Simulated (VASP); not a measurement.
# Cr (I4/mmm) in VASP: notebook, part 3 of 3

VASP 6.6.1.

## (5) Single point, PBE (strain -0.040 along x and y, +0.080 along z)

INCAR reads:

```
PREC     = Accurate       # precision mode
ENCUT    = 520            # plane-wave cutoff, eV
EDIFF    = 1E-7           # SCF threshold, eV
ISMEAR   = 0              # smearing method
SIGMA    = 0.15           # smearing width, eV
LREAL    = F              # projectors in reciprocal space
LASPH    = T              # aspherical terms in the spheres
NELM     = 60             # most SCF steps
ALGO     = Fast           # electronic algorithm
ISIF     = 2              # what is computed and relaxed
LWAVE    = F              # write WAVECAR
LCHARG   = F              # write CHGCAR
GGA      = PE             # functional
NBANDS   = 12             # bands
```

KPOINTS reads:

```
Automatic mesh
0
Gamma
  24 24 24
```

POSCAR reads:

```
Cr
1.0
   -1.3842720000      1.3842720000      1.5573060000
    1.3842720000     -1.3842720000      1.5573060000
    1.3842720000      1.3842720000     -1.5573060000
Cr
1
Direct
    0.0000000000      0.0000000000      0.0000000000
```

Potentials or basis: VASP PAW PBE potentials, release 64 (Cr_pv).

Started as:

```bash
$ cat potpaw_PBE.64/Cr_pv/POTCAR > POTCAR
$ mpirun -np 1 vasp_std > vasp.out
```

OUTCAR:

```text
PREC = Accurate
   ENCUT = 520
   EDIFF = 1E-7
   ISMEAR = 0
   LREAL = F
   LASPH = T
   NELM = 60
   ISIF = 2
   GGA = PE

 ion  position               nearest neighbor table
   1  0.000  0.000  0.000-

  LATTYP: Found a body centered tetragonal cell.
 ALAT       =     2.7685440000
 C/A-ratio  =     1.1250000000

  Lattice vectors:

 A1 = (  -1.3842720000,   1.3842720000,   1.5573060000)
 A2 = (   1.3842720000,  -1.3842720000,   1.5573060000)
 A3 = (   1.3842720000,   1.3842720000,  -1.5573060000)

Analysis of symmetry for initial positions (statically):
=====================================================================
 Subroutine PRICEL returns:
 Original cell was already a primitive cell.

 Routine SETGRP: Setting up the symmetry group for a
 body centered tetragonal supercell.

 Subroutine GETGRP returns: Found 16 space group operations
 (whereof 16 operations were pure point group operations)
 out of a pool of 16 trial point group operations.

The static configuration has the point symmetry D_4h.

Analysis of symmetry for dynamics (positions and initial velocities):
=====================================================================
 Subroutine PRICEL returns:
 Original cell was already a primitive cell.

 Routine SETGRP: Setting up the symmetry group for a
 body centered tetragonal supercell.

 Subroutine GETGRP returns: Found 16 space group operations
 (whereof 16 operations were pure point group operations)
 out of a pool of 16 trial point group operations.

The dynamic configuration has the point symmetry D_4h.

 Subroutine INISYM returns: Found 16 space group operations
 (whereof 16 operations are pure point group operations),
 and found     1 'primitive' translations

----------------------------------------------------------------------------------------

                                     Primitive cell

  volume of cell :      11.9365

  direct lattice vectors                    reciprocal lattice vectors
    -1.384272000  1.384272000  1.557306000     0.000000000  0.361200689  0.321067279
     1.384272000 -1.384272000  1.557306000     0.361200689  0.000000000  0.321067279
     1.384272000  1.384272000 -1.557306000     0.361200689  0.361200689  0.000000000

  length of vectors
     2.501523519  2.501523519  2.501523519     0.483270251  0.483270251  0.510814913

  position of ions in fractional coordinates (direct lattice)
     0.000000000  0.000000000  0.000000000

  ion indices of the primitive-cell ions
   primitive index   ion index
                 1           1

----------------------------------------------------------------------------------------

 KPOINTS: Automatic mesh

Automatic generation of k-mesh.
 Grid dimensions read from file:
 generate k-points for:   24   24   24

 Generating k-lattice:

  Cartesian coordinates                     Fractional coordinates (reciprocal lattice)
     0.000000000  0.015050029  0.013377803     0.041666667  0.000000000  0.000000000
     0.015050029  0.000000000  0.013377803     0.000000000  0.041666667  0.000000000
     0.015050029  0.015050029  0.000000000     0.000000000  0.000000000  0.041666667

  Length of vectors
     0.020136260  0.020136260  0.021283955

  Shift w.r.t. Gamma in fractional coordinates (k-lattice)
     0.000000000  0.000000000  0.000000000

 Subroutine IBZKPT returns following result:
 ===========================================

 Found   1063 irreducible k-points:

 Following reciprocal coordinates:
            Coordinates               Weight
  0.000000  0.000000  0.000000      1.000000
  0.041667  0.000000 -0.000000      8.000000
  0.083333  0.000000  0.000000      8.000000
  0.125000  0.000000  0.000000      8.000000
  0.166667  0.000000  0.000000      8.000000
  0.208333  0.000000 -0.000000      8.000000
[... 16 lines left out ...]
  0.416667  0.041667 -0.000000     16.000000
  0.458333  0.041667  0.000000     16.000000
 [... further k-points ...]
   k-points           NKPTS =   1063   k-points in BZ     NKDIM =   1063   number of bands    NBANDS=     12
   number of dos      NEDOS =    301   number of ions     NIONS =      1
   total plane-waves  NPLWV =   8000
   dimension x,y,z NGX =    20 NGY =   20 NGZ =   20
   dimension x,y,z NGXF=    40 NGYF=   40 NGZF=   40
   ions per type =               1
   NGX,Y,Z   is equivalent  to a cutoff of  13.29, 13.29, 13.29 a.u.
   NGXF,Y,Z  is equivalent  to a cutoff of  26.58, 26.58, 26.58 a.u.
 SYSTEM =  unknown system
   PREC   = accura    normal or accurate (medium, high low for compatibility)
   ISTART =      0    job   : 0-new  1-cont  2-samecut
   ICHARG =      2    charge: 1-file 2-atom 10-const
   ISPIN  =      1    spin polarized calculation?
   LNONCOLLINEAR =      F non collinear calculations
   LSORBIT =      F    spin-orbit coupling
   LASPH  =      T    aspherical Exc in radial PAW
   ENCUT  =  520.0 eV  38.22 Ry    6.18 a.u.   4.65  4.65  4.65*2*pi/ulx,y,z
   NELM   =     60;   NELMIN=  2; NELMDL= -5     # of ELM steps
   EDIFF  = 0.1E-06   stopping-criterion for ELM
   LREAL  =      F    real-space projection
   EDIFFG = 0.1E-05   stopping-criterion for IOM
   NSW    =      0    number of steps for IOM
   IBRION =     -1    ionic relax: 0-MD 1-quasi-New 2-CG
   NFREE  =      0    steps in history (QN), initial steepest desc. (CG)
   ISIF   =      2    stress and relaxation
   ISYM   =      2    0-nonsym 1-usesym 2-fastsym
   POTIM  = 0.5000    time-step for ionic-motion
   TEBEG  =    0.0;   TEEND  =   0.0 temperature during run
   PSTRESS=    0.0 pullay stress
   NELECT =      12.0000    total number of electrons
   NUPDOWN=      -1.0000    fix difference up-down
   EMIN   =  10.00;   EMAX   =-10.00  energy-range for DOS
   EFERMI =   0.00;   METHOD = LEGACY
   ISMEAR =     0;   SIGMA  =   0.15  broadening in eV -4-tet -1-fermi 0-gaus
   EFERMI_NEDOS =   21; number of points for ismear=-14 and -15
   IALGO  =     68    algorithm
   IMIX   =      4    mixing-type and parameters
     AMIX     =   0.40;   BMIX     =  1.00
     AMIX_MAG =   1.60;   BMIX_MAG =  1.00
  volume/ion in A,a.u.               =      11.94        80.55
  Fermi-wavevector in a.u.,A,eV,Ry     =   1.639997  3.099144 36.594082  2.689589
  Thomas-Fermi vector in A             =   2.730709
   LORBIT       =      0    0 simple, 1 ext, 2 COOP (PROOUT), +10 PAW based schemes
   GGA     = PE    functional components
   LHFCALC =     F    Hartree Fock is set to
   AEXX    =    0.0000 exact exchange contribution
   IVDW    =     0    specifies the selected vdW correction
   LEPSILON=     F    determine dielectric tensor
   LRPA    =     F    only Hartree local field effects (RPA)
 non-spin polarized calculation
 RMM-DIIS sequential band-by-band and
 Gauss-broadening in eV      SIGMA  =   0.15
  energy-cutoff  :      520.00
  volume of cell :       11.94
 maximum number of plane-waves:       337
   NGX =  9   NGY =  9   NGZ =  9

 number of electron      12.0000004 magnetization

 Free energy of the ion-electron system (eV)
  ---------------------------------------------------
  ext. energy  EPLUGINS =         0.00000000
  ---------------------------------------------------
  free energy    TOTEN  =        -9.40976116 eV

  energy without entropy =       -9.39949797  energy(sigma->0) =       -9.40462956

 E-fermi :  10.5163     XC(G=0): -13.4813

 val. band max:       10.5160272213   @ k =  -0.3333  -0.3333   0.2500
 cond. band min:      10.5163060519   @ k =  -0.2500   0.2500   0.1667
 fundamental gap:      0.0002788306
 Fermi energy:        10.5162945985

 k-point     1 :       0.0000    0.0000    0.0000
  band No.  band energies     occupation
      1     -32.2494      2.00000
      2     -32.2264      2.00000
      3     -32.2264      2.00000
      4       2.7767      2.00000
      5       9.4631      2.00000
      6       9.4631      2.00000
      7      10.2912      1.96619
      8      11.0724      0.00000
      9      11.9435      0.00000
     10      17.6279      0.00000
     11      31.1117      0.00000
     12      33.4833      0.00000
[... 331 lines left out ...]
 k-point    24 :       0.4583    0.0417    0.0000
  band No.  band energies     occupation
      1     -33.0606      2.00000
      2     -32.4540      2.00000
      3     -32.2487      2.00000
      4       6.3346      2.00000
      5       8.6076      2.00000
      6      10.8699      0.00086
      7      11.0636      0.00000
      8      12.2066      0.00000
      9      13.2792      0.00000
     10      17.6197      0.00000
     11      19.8390      0.00000
     12      27.9408      0.00000

 [... further k-points ...]

------------------------ aborting loop because EDIFF is reached ----------------------------------------

  FORCE on cell =-STRESS in cart. coord.  units (eV):
  Direction    XX          YY          ZZ          XY          YZ          ZX
  --------------------------------------------------------------------------------------
  -------------------------------------------------------------------------------------
  Total        0.2959638      0.2959638     -2.0047163      0.0000000      0.0000000      0.0000000
  in kB       39.7257782     39.7257782   -269.0832603      0.0000000      0.0000000      0.0000000
  external PRESSURE =     -63.2105680 kB  Pullay stress =       0.0000000 kB

 VOLUME and BASIS-vectors are now :
 -----------------------------------------------------------------------------
  energy-cutoff  :      520.00
  volume of cell :       11.94
      direct lattice vectors                 reciprocal lattice vectors
    -1.384272000  1.384272000  1.557306000     0.000000000  0.361200689  0.321067279
     1.384272000 -1.384272000  1.557306000     0.361200689  0.000000000  0.321067279
     1.384272000  1.384272000 -1.557306000     0.361200689  0.361200689  0.000000000

 POSITION                                       TOTAL-FORCE (eV/Angst)
 -----------------------------------------------------------------------------------
      0.00000      0.00000      0.00000        -0.000000      0.000000     -0.000000
 -----------------------------------------------------------------------------------
    total drift:                                0.000000     -0.000000      0.000000

  FREE ENERGIE OF THE ION-ELECTRON SYSTEM (eV)
  ---------------------------------------------------
  free  energy   TOTEN  =        -9.4097611570 eV

  energy  without entropy=       -9.3994979661  energy(sigma->0) =       -9.40462956
```

Wall time 59 s (1 thread of Intel Xeon 6975P-C (Granite Rapids), shared host); peak memory 0.25 GiB.

What came out:

```yaml
Free_energy: -9.4098 eV
Pressure: -6.3 GPa
Band_gap_on_the_k_mesh: zero (band 6 reaches 12.73 eV, above the bottom of band 7 at 9.86 eV)
```

Stress tensor (GPa, compression positive):
```
  3.97   0.00   0.00
  0.00   3.97   0.00
  0.00   0.00 -26.91
```

Caveat: the cell differs from its parent crystal (strain -0.040 along x and y, +0.080 along z); the run has no spin polarisation, though such a crystal can be magnetic.

## (6) The runs side by side

```tsv
cell	further INCAR settings	gap on the mesh (eV)	pressure (GPa)
a = 2.438 Å, angles 114.1, 114.1, 100.6°, 1 atom	ALGO = Fast; EDIFF = 1e-06; NBANDS = 12	none	18.7
a = 2.433 Å, angles 107.3, 107.3, 113.9°, 1 atom	ALGO = Fast; EDIFF = 1e-06; NBANDS = 12	none	13.9
a = 2.466 Å, angles 111.7, 111.7, 105.1°, 1 atom	ALGO = Fast; EDIFF = 1e-06; NBANDS = 12	none	2.0
a = 2.502 Å, angles 112.8, 112.8, 103.0°, 1 atom	ALGO = Fast; EDIFF = 1e-07; NBANDS = 12	none	-6.3
```

Alike in all rows: task single point; level PBE; potentials or basis VASP PAW PBE potentials, release 64 (Cr_pv); no spin polarisation; k mesh 24 × 24 × 24; cutoff (eV) 520; smearing gaussian 0.15 eV.

Caveats: the run has no spin polarisation, though such a crystal can be magnetic.

Total energies depend on the potentials used, so only differences within one code and one set of settings carry meaning.
